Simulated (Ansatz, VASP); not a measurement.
## Al2Cu in VASP and in Ansatz

```
Cu Al
1.0
     4.15920    0.00000    0.00000
     0.00000    4.15920    0.00000
     0.00000    0.00000    2.92936
Cu Al
1 2
Direct
  0.00000 0.00000 0.00000
  0.00000 0.50000 0.50000
  0.50000 0.00000 0.50000
```

Alike in both runs: task single point; functional LDA; k mesh 7 × 7 × 9; occupations fermi-dirac, width 0.05 eV; no spin polarisation.

|  | VASP | Ansatz |
| --- | --- | --- |
| version | VASP 6.6.1 | Ansatz 0.2.0 |
| potentials or method | VASP PAW LDA potentials, release 64 (Cu, Al) | Ansatz PAW |
| plane-wave cutoff (eV) | 520 | 420 |
| valence electrons in the cell | 17 | 25 |

VASP gave:

| Quantity | Value |
| --- | --- |
| gap on the k mesh at the Fermi level (eV) | none |
| pressure (GPa) | -7.7 |
| traceless stress, the component that is largest in VASP (GPa) | -0.75 |

Question: Which values does Ansatz return?

Answer: gap on the k mesh at the Fermi level (eV): none; pressure (GPa): -7.9; traceless stress, the component that is largest in VASP (GPa): -0.74.

LDA's correlation is that of Perdew and Zunger in VASP and of Perdew and Wang (1992) in Ansatz. A gap of «none» marks a metal or a gap that the smearing closes. VASP's potentials hold 17 valence electrons a cell and Ansatz's 25, so a difference there can come from the potentials and not from the codes.
